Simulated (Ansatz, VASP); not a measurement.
**Two plane-wave programs on SrZr2O3**

```
CELL_PARAMETERS angstrom
3.21750 0.00000 0.00000
-1.60875 2.78643 0.00000
0.00000 0.00000 9.06004
ATOMIC_POSITIONS crystal
Sr 0.00000 0.00000 0.00000
Zr 0.66667 0.33333 0.66837
Zr 0.66667 0.33333 0.33163
O 0.00000 0.00000 0.50000
O 0.33333 0.66667 0.18565
O 0.33333 0.66667 0.81435
```

Alike in both runs: functional PBE; k mesh 4 × 4 × 2; occupations gaussian, width 0.15 eV; no spin polarisation.

Ansatz relaxed the structure, and its values are those at the end. VASP's run is a single point on that final structure, the one shown.

|  | VASP | Ansatz |
| --- | --- | --- |
| version | VASP 6.6.1 | Ansatz 0.2.0 |
| potentials or method | VASP PAW PBE potentials, release 64 (Sr_sv, Zr_sv, O), cutoff 600 eV | scalar-relativistic, plane waves, PAW |
| valence electrons in the cell | 52 | 52 |

VASP gave:

- gap on the k mesh at the Fermi level (eV): none
- pressure (GPa): 0.2
- rms of the force components (eV/Å): 0.019

Problem. Which values does Ansatz return?

Solution. gap on the k mesh at the Fermi level (eV): none; pressure (GPa): -0.2; rms of the force components (eV/Å): 0.024.

A gap of «none» marks a metal or a gap that the smearing closes. The functional is the same, so the differences come from potentials, cutoffs and numerics.

The k mesh is coarse, so the values compare programs but aren't converged.
